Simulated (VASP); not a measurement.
# BaS (F-43m) in VASP: further runs

Runs on BaS. Level: r2SCAN. Tasks: single point.

Everything below comes from runs of VASP 6.6.1. Logs are shortened: lines on timing, memory, paths and dates and some standing lists are left out, and cuts for length are marked.

### 1 The cell of the first run

Symmetry: F-43m, No. 216, cubic system. The conventional cell has a = 7.109 Å, b = 7.109 Å, c = 7.109 Å, α = 90.00°, β = 90.00°, γ = 90.00°. Within 4.1 Å of Ba (site symmetry -43m) lie 4 S at 3.08 Å. S (site symmetry -43m) has 4 Ba at 3.08 Å within 4.1 Å.

### 2 Single point, r2SCAN (volume changed by +3%)

Contents of POSCAR:

```
BaS
1.0
    0.0000000000      3.5542596983      3.5542596983
    3.5542596983      0.0000000000      3.5542596983
    3.5542596983      3.5542596983      0.0000000000
Ba S
1 1
Direct
    0.0000000000      0.0000000000      0.0000000000
    0.2500000000      0.2500000000      0.2500000000
```

Contents of INCAR.step1:

```
SYSTEM = BaS
ALGO = Normal
EDIFF = 1E-4
ENCUT = 520
GGA = PE
ISMEAR = 0
LASPH = .TRUE.
LCHARG = .FALSE.
LREAL = .FALSE.
LWAVE = .TRUE.
NBANDS = 15
NELM = 100
PREC = Accurate
SIGMA = 0.01
```

Contents of INCAR.step2:

```
SYSTEM = BaS
ALGO = Normal
EDIFF = 1E-7
ENCUT = 520
ISIF = 2
ISMEAR = 0
ISTART = 1
LASPH = .TRUE.
LCHARG = .FALSE.
LMIXTAU = .TRUE.
LREAL = .FALSE.
LWAVE = .FALSE.
METAGGA = R2SCAN
NBANDS = 15
NELM = 100
PREC = Accurate
SIGMA = 0.01
```

Contents of KPOINTS:

```
k-points
0
G
  6 6 6
  0 0 0
```

Potentials or basis: VASP PAW PBE potentials, release 64 (Ba_sv, S).

Run with:

```bash
> cat potpaw_PBE.64/Ba_sv/POTCAR potpaw_PBE.64/S/POTCAR > POTCAR
> cp INCAR.step1 INCAR
> mpirun -np 1 vasp_std > vasp.out
> cp INCAR.step2 INCAR
> mpirun -np 1 vasp_std > vasp.out
```

OUTCAR:

```text
SYSTEM = BaS
   EDIFF = 1E-7
   ENCUT = 520
   ISIF = 2
   ISMEAR = 0
   ISTART = 1
   LASPH = .TRUE.
   LREAL = .FALSE.
   METAGGA = R2SCAN
   NELM = 100
   PREC = Accurate

 ion  position               nearest neighbor table
   1  0.000  0.000  0.000-   2 3.08   2 3.08   2 3.08   2 3.08
   2  0.250  0.250  0.250-   1 3.08   1 3.08   1 3.08   1 3.08

  LATTYP: Found a face centered cubic cell.
 ALAT       =     7.1085193966

  Lattice vectors:

 A1 = (   0.0000000000,   3.5542596983,   3.5542596983)
 A2 = (   3.5542596983,   0.0000000000,   3.5542596983)
 A3 = (   3.5542596983,   3.5542596983,   0.0000000000)

Analysis of symmetry for initial positions (statically):
=====================================================================
 Subroutine PRICEL returns:
 Original cell was already a primitive cell.

 Routine SETGRP: Setting up the symmetry group for a
 face centered cubic supercell.

 Subroutine GETGRP returns: Found 24 space group operations
 (whereof 24 operations were pure point group operations)
 out of a pool of 48 trial point group operations.

The static configuration has the point symmetry T_d .

Analysis of symmetry for dynamics (positions and initial velocities):
=====================================================================
 Subroutine PRICEL returns:
 Original cell was already a primitive cell.

 Routine SETGRP: Setting up the symmetry group for a
 face centered cubic supercell.

 Subroutine GETGRP returns: Found 24 space group operations
 (whereof 24 operations were pure point group operations)
 out of a pool of 48 trial point group operations.

The dynamic configuration has the point symmetry T_d .

 Subroutine INISYM returns: Found 24 space group operations
 (whereof 24 operations are pure point group operations),
 and found     1 'primitive' translations

----------------------------------------------------------------------------------------

                                     Primitive cell

  volume of cell :      89.8002

  direct lattice vectors                    reciprocal lattice vectors
     0.000000000  3.554259698  3.554259698    -0.140676271  0.140676271  0.140676271
     3.554259698  0.000000000  3.554259698     0.140676271 -0.140676271  0.140676271
     3.554259698  3.554259698  0.000000000     0.140676271  0.140676271 -0.140676271

  length of vectors
     5.026482270  5.026482270  5.026482270     0.243658449  0.243658449  0.243658449

  position of ions in fractional coordinates (direct lattice)
     0.000000000  0.000000000  0.000000000
     0.250000000  0.250000000  0.250000000

  ion indices of the primitive-cell ions
   primitive index   ion index
                 1           1
                 2           2

----------------------------------------------------------------------------------------

 KPOINTS: k-points

Automatic generation of k-mesh.
 Grid dimensions read from file:
 generate k-points for:    6    6    6

 Generating k-lattice:

  Cartesian coordinates                     Fractional coordinates (reciprocal lattice)
    -0.023446045  0.023446045  0.023446045     0.166666667  0.000000000  0.000000000
     0.023446045 -0.023446045  0.023446045     0.000000000  0.166666667  0.000000000
     0.023446045  0.023446045 -0.023446045     0.000000000  0.000000000  0.166666667

  Length of vectors
     0.040609741  0.040609741  0.040609741

  Shift w.r.t. Gamma in fractional coordinates (k-lattice)
     0.000000000  0.000000000  0.000000000

 Subroutine IBZKPT returns following result:
 ===========================================

 Found     16 irreducible k-points:

 Following reciprocal coordinates:
            Coordinates               Weight
  0.000000  0.000000  0.000000      1.000000
  0.166667  0.000000  0.000000      8.000000
  0.333333  0.000000  0.000000      8.000000
  0.500000  0.000000  0.000000      4.000000
  0.166667  0.166667  0.000000      6.000000
  0.333333  0.166667  0.000000     24.000000
[... 8 lines left out ...]
 -0.333333  0.333333  0.166667     24.000000
 -0.333333  0.500000  0.166667     12.000000
   k-points           NKPTS =     16   k-points in BZ     NKDIM =     16   number of bands    NBANDS=     15
   number of dos      NEDOS =    301   number of ions     NIONS =      2
   total plane-waves  NPLWV =  64000
   dimension x,y,z NGX =    40 NGY =   40 NGZ =   40
   dimension x,y,z NGXF=    80 NGYF=   80 NGZF=   80
   ions per type =               1   1
   NGX,Y,Z   is equivalent  to a cutoff of  13.23, 13.23, 13.23 a.u.
   NGXF,Y,Z  is equivalent  to a cutoff of  26.46, 26.46, 26.46 a.u.
 SYSTEM =  BaS
   PREC   = accura    normal or accurate (medium, high low for compatibility)
   ISTART =      1    job   : 0-new  1-cont  2-samecut
   ICHARG =      0    charge: 1-file 2-atom 10-const
   ISPIN  =      1    spin polarized calculation?
   LNONCOLLINEAR =      F non collinear calculations
   LSORBIT =      F    spin-orbit coupling
   LASPH  =      T    aspherical Exc in radial PAW
   ENCUT  =  520.0 eV  38.22 Ry    6.18 a.u.   9.35  9.35  9.35*2*pi/ulx,y,z
   NELM   =    100;   NELMIN=  2; NELMDL=  0     # of ELM steps
   EDIFF  = 0.1E-06   stopping-criterion for ELM
   LREAL  =      F    real-space projection
   EDIFFG = 0.1E-05   stopping-criterion for IOM
   NSW    =      0    number of steps for IOM
   IBRION =     -1    ionic relax: 0-MD 1-quasi-New 2-CG
   NFREE  =      0    steps in history (QN), initial steepest desc. (CG)
   ISIF   =      2    stress and relaxation
   ISYM   =      2    0-nonsym 1-usesym 2-fastsym
   POTIM  = 0.5000    time-step for ionic-motion
   TEBEG  =    0.0;   TEEND  =   0.0 temperature during run
   PSTRESS=    0.0 pullay stress
   NELECT =      16.0000    total number of electrons
   NUPDOWN=      -1.0000    fix difference up-down
   EMIN   =  10.00;   EMAX   =-10.00  energy-range for DOS
   EFERMI =   0.00;   METHOD = LEGACY
   ISMEAR =     0;   SIGMA  =   0.01  broadening in eV -4-tet -1-fermi 0-gaus
   EFERMI_NEDOS =   21; number of points for ismear=-14 and -15
   IALGO  =     38    algorithm
   IMIX   =      4    mixing-type and parameters
     AMIX     =   0.40;   BMIX     =  1.00
     AMIX_MAG =   1.60;   BMIX_MAG =  1.00
  volume/ion in A,a.u.               =      44.90       303.00
  Fermi-wavevector in a.u.,A,eV,Ry     =   0.921204  1.740823 11.546125  0.848616
  Thomas-Fermi vector in A             =   2.046594
   LORBIT       =      0    0 simple, 1 ext, 2 COOP (PROOUT), +10 PAW based schemes
   METAGGA = R2SCAN    functional components
   LHFCALC =     F    Hartree Fock is set to
   AEXX    =    0.0000 exact exchange contribution
   IVDW    =     0    specifies the selected vdW correction
   LEPSILON=     F    determine dielectric tensor
   LRPA    =     F    only Hartree local field effects (RPA)
 non-spin polarized calculation
 Gauss-broadening in eV      SIGMA  =   0.01
  energy-cutoff  :      520.00
  volume of cell :       89.80
 maximum number of plane-waves:      2450
 NGX is ok and might be reduce to    40
   NGX = 19   NGY = 19   NGZ = 19

 number of electron      16.0000002 magnetization

 Free energy of the ion-electron system (eV)
  ---------------------------------------------------
  ext. energy  EPLUGINS =         0.00000000
  ---------------------------------------------------
  free energy    TOTEN  =       -38.61572565 eV

  energy without entropy =      -38.61572565  energy(sigma->0) =      -38.61572565

 E-fermi :  -0.4023     XC(G=0):  -7.4896

 val. band max:       -0.5377850967   @ k =  -0.3333   0.5000   0.1667
 cond. band min:       2.5011222831   @ k =   0.0000   0.0000   0.0000
 fundamental gap:      3.0389073798
 Fermi energy:        -0.4022588889

 k-point     1 :       0.0000    0.0000    0.0000
  band No.  band energies     occupation
      1     -27.4624      2.00000
      2     -12.2105      2.00000
      3     -12.2105      2.00000
      4     -12.2105      2.00000
      5     -10.8483      2.00000
      6      -1.1631      2.00000
      7      -1.1631      2.00000
      8      -1.1631      2.00000
      9       2.5011      0.00000
     10       4.9717      0.00000
     11       4.9717      0.00000
     12       6.8214      0.00000
     13       6.8214      0.00000
     14       6.8214      0.00000
     15       9.8834      0.00000

 k-point     2 :       0.1667    0.0000    0.0000
  band No.  band energies     occupation
      1     -27.4590      2.00000
      2     -12.4062      2.00000
      3     -12.2197      2.00000
      4     -12.2197      2.00000
      5     -10.6453      2.00000
      6      -1.2290      2.00000
      7      -1.0979      2.00000
      8      -1.0979      2.00000
      9       3.0609      0.00000
     10       4.7744      0.00000
     11       4.7744      0.00000
     12       6.4910      0.00000
     13       7.2058      0.00000
     14       7.2058      0.00000
     15       8.4305      0.00000

 k-point     3 :       0.3333    0.0000    0.0000
  band No.  band energies     occupation
      1     -27.4522      2.00000
      2     -12.6969      2.00000
      3     -12.2379      2.00000
      4     -12.2379      2.00000
      5     -10.3469      2.00000
      6      -1.2025      2.00000
      7      -0.9759      2.00000
      8      -0.9759      2.00000
      9       3.9439      0.00000
     10       4.8073      0.00000
     11       4.8073      0.00000
     12       5.8497      0.00000
     13       6.9296      0.00000
     14       6.9296      0.00000
     15       7.4740      0.00000
[... 199 lines left out ...]
 k-point    15 :      -0.3333    0.3333    0.1667
  band No.  band energies     occupation
      1     -27.4454      2.00000
      2     -12.8506      2.00000
      3     -12.3374      2.00000
      4     -12.2809      2.00000
      5     -10.0758      2.00000
      6      -1.0944      2.00000
      7      -1.0089      2.00000
      8      -0.6437      2.00000
      9       3.3200      0.00000
     10       4.2961      0.00000
     11       5.4261      0.00000
     12       6.6460      0.00000
     13       6.8400      0.00000
     14       7.5102      0.00000
     15       8.8663      0.00000

 k-point    16 :      -0.3333    0.5000    0.1667
  band No.  band energies     occupation
      1     -27.4442      2.00000
      2     -12.8793      2.00000
      3     -12.3311      2.00000
      4     -12.3015      2.00000
      5     -10.0367      2.00000
      6      -1.3138      2.00000
      7      -0.8047      2.00000
      8      -0.5378      2.00000
      9       3.1405      0.00000
     10       4.2096      0.00000
     11       5.8506      0.00000
     12       6.2429      0.00000
     13       7.1175      0.00000
     14       8.3383      0.00000
     15       8.6927      0.00000

------------------------ aborting loop because EDIFF is reached ----------------------------------------

  FORCE on cell =-STRESS in cart. coord.  units (eV):
  Direction    XX          YY          ZZ          XY          YZ          ZX
  --------------------------------------------------------------------------------------
  -------------------------------------------------------------------------------------
  Total       -0.2527449     -0.2527449     -0.2527449      0.0000000      0.0000000      0.0000000
  in kB       -4.5093665     -4.5093665     -4.5093665      0.0000000      0.0000000      0.0000000
  external PRESSURE =      -4.5093665 kB  Pullay stress =       0.0000000 kB

 VOLUME and BASIS-vectors are now :
 -----------------------------------------------------------------------------
  energy-cutoff  :      520.00
  volume of cell :       89.80
      direct lattice vectors                 reciprocal lattice vectors
     0.000000000  3.554259698  3.554259698    -0.140676271  0.140676271  0.140676271
     3.554259698  0.000000000  3.554259698     0.140676271 -0.140676271  0.140676271
     3.554259698  3.554259698  0.000000000     0.140676271  0.140676271 -0.140676271

 POSITION                                       TOTAL-FORCE (eV/Angst)
 -----------------------------------------------------------------------------------
      0.00000      0.00000      0.00000        -0.000000     -0.000000     -0.000000
      1.77713      1.77713      1.77713         0.000000      0.000000      0.000000
 -----------------------------------------------------------------------------------
    total drift:                                0.000000      0.000000      0.000000

  FREE ENERGIE OF THE ION-ELECTRON SYSTEM (eV)
  ---------------------------------------------------
  free  energy   TOTEN  =       -38.6157256511 eV

  energy  without entropy=      -38.6157256511  energy(sigma->0) =      -38.61572565
```

Wall time 56 s (1 thread of Intel Xeon 6975P-C (Granite Rapids), shared host); peak memory 0.26 GiB.

What came out:

```
Free energy            : -38.6157 eV
Pressure               : -0.5 GPa
Band gap on the k mesh : 3.04 eV, indirect (least direct gap 3.66 eV)
```

Levels at points of the mesh, in eV from the valence-band top:
| k point | band 6 | band 7 | band 8 | band 9 | band 10 | band 11 |
| --- | --- | --- | --- | --- | --- | --- |
| (0.00, 0.00, 0.00) | -0.63 | -0.63 | -0.63 | 3.04 | 5.51 | 5.51 |
| (0.50, 0.00, 0.00) | -0.58 | -0.38 | -0.38 | 4.70 | 5.67 | 5.67 |
| (0.50, 0.50, 0.00) | -1.02 | -0.01 | -0.01 | 3.70 | 4.95 | 6.74 |

Caveat: the PAW data sets were made with another functional, which shifts forces and pressure a little; spin-orbit coupling is left out, which moves the levels of the heavy elements.

### 3 Single point, r2SCAN (volume changed by +6%)

Contents of POSCAR:

```
BaS
1.0
    0.0000000000      3.5884373690      3.5884373690
    3.5884373690      0.0000000000      3.5884373690
    3.5884373690      3.5884373690      0.0000000000
Ba S
1 1
Direct
    0.0000000000      0.0000000000      0.0000000000
    0.2500000000      0.2500000000      0.2500000000
```

Contents of INCAR.step1:

```
  PREC = Accurate
  ENCUT = 520
  ISMEAR = 0
  SIGMA = 0.01
  LREAL = False
  LASPH = True
  NELM = 100
  NBANDS = 15
  GGA = PE
  ALGO = Normal
  EDIFF = 1E-4
  LWAVE = True
  LCHARG = False
```

Contents of INCAR.step2:

```
  PREC = Accurate
  ENCUT = 520
  EDIFF = 1E-6
  ISMEAR = 0
  SIGMA = 0.01
  LREAL = False
  LASPH = True
  NELM = 100
  ALGO = Normal
  ISIF = 2
  LWAVE = False
  LCHARG = False
  METAGGA = R2SCAN
  LMIXTAU = True
  NBANDS = 15
  ISTART = 1
```

Contents of KPOINTS:

```
Automatic mesh
0
Gamma
  6 6 6
```

Potentials or basis: VASP PAW PBE potentials, release 64 (Ba_sv, S).

Run with:

```bash
> cat potpaw_PBE.64/Ba_sv/POTCAR potpaw_PBE.64/S/POTCAR > POTCAR
> cp INCAR.step1 INCAR
> mpirun -np 1 vasp_std > vasp.out
> cp INCAR.step2 INCAR
> mpirun -np 1 vasp_std > vasp.out
```

It took 51 s on 1 thread of Intel Xeon 6975P-C (Granite Rapids), shared host; peak memory 0.26 GiB.

The run converged. Its results:

| Quantity | Value |
| --- | --- |
| Free energy | -38.6025 eV |
| Pressure | -1.2 GPa |
| Band gap on the k mesh | 2.99 eV, indirect (least direct gap 3.57 eV) |

Levels at points of the mesh, in eV from the valence-band top:
```tsv
k point	band 4	band 5	band 6	band 7	band 8	band 9	band 10	band 11	band 12	band 13
(0.00, 0.00, 0.00)	-11.76	-10.27	-0.58	-0.58	-0.58	2.99	5.46	5.46	7.25	7.25
(0.50, 0.00, 0.00)	-11.79	-9.72	-0.56	-0.35	-0.35	4.66	5.61	5.61	5.72	6.72
(0.50, 0.50, 0.00)	-11.84	-9.56	-0.96	-0.01	-0.01	3.69	4.90	6.65	6.65	6.71
```

Caveat: the PAW data sets were made with another functional, which shifts forces and pressure a little; spin-orbit coupling is left out, which moves the levels of the heavy elements.
